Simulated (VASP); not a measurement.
**Ti: relaxation of cell and atoms with PBEsol**

The system is Ti.

```
Ti
1.0
     2.95000    0.00000    0.00000
    -1.47500    2.55477    0.00000
     0.00000    0.00000    4.68000
Ti
2
Direct
  0.33333 0.66667 0.25000
  0.66667 0.33333 0.75000
```

```
Program                : VASP 6.6.1
Task                   : relaxation of cell and atoms
Functional             : PBEsol
Potentials or basis    : VASP PAW PBE potentials, release 64 (Ti_sv)
Cutoff                 : 500 eV
k mesh                 : 7 × 7 × 4
Occupations            : methfessel-paxton, width 0.05 eV
Spin                   : no spin polarisation
Dipole correction      : no
Further INCAR settings : ALGO = Normal; EDIFF = 1e-07; IBRION = 2; EDIFFG = -0.01; NSW = 80; ISIF = 3
```

```json
{
  "Relaxed volume": "16.70 Å³/atom",
  "Relaxed cell": "a = 2.884 Å, b = 2.884 Å, c = 4.635 Å, α = 90.00°, β = 90.00°, γ = 120.00°",
  "Space group after relaxing (to 0.1 Å)": "P6_3/mmc (No. 194)",
  "Energy gained by relaxing": "18.6 meV/atom",
  "Ionic steps": "10",
  "Pressure after relaxing": "0.0 GPa",
  "Band gap on the k mesh": "zero (bands 12 and 13 overlap by 1.00 eV)"
}
```

Step by step:
```
step  energy change (eV)  largest force (eV/Å)  pressure (GPa)  volume (Å³)
   1              0.0000                0.0000           -5.92        35.27
   2             -0.0149                0.0000            5.35        32.05
   3             -0.0365                0.0000            0.03        33.40
   4             -0.0365                0.0000            0.16        33.36
   5             -0.0372                0.0000            0.13        33.36
   6             -0.0373                0.0000            0.12        33.36
   7             -0.0373                0.0000            0.12        33.36
   8             -0.0373                0.0000            0.12        33.36
   9             -0.0373                0.0000           -0.10        33.43
  10             -0.0373                0.0000            0.00        33.40
```

Final structure:
```cif
data_structure
_symmetry_space_group_name_H-M 'P 1'
_symmetry_Int_Tables_number 1
_cell_length_a 2.8844
_cell_length_b 2.8844
_cell_length_c 4.6352
_cell_angle_alpha 90.000
_cell_angle_beta 90.000
_cell_angle_gamma 120.000
_cell_volume 33.40
loop_
_atom_site_label
_atom_site_type_symbol
_atom_site_fract_x
_atom_site_fract_y
_atom_site_fract_z
_atom_site_occupancy
Ti1 Ti 0.33333 0.66667 0.25000 1
Ti2 Ti 0.66667 0.33333 0.75000 1
```

Levels at points of the mesh, in eV from the Fermi level:
```tsv
k point	band 10	band 11	band 12	band 13	band 14	band 15
(0.00, 0.00, 0.00)	-2.89	0.68	0.72	0.72	0.74	1.22
(0.00, 0.00, 0.50)	-4.51	-0.05	-0.05	0.64	0.64	0.64
```

Wall time 100 s on 1 thread of AMD EPYC 7R43 64-Core Processor (Zen 3), on a shared host, peak memory 0.12 GiB.

Caveat: the PAW data sets were made with another functional, which shifts forces and pressure a little.
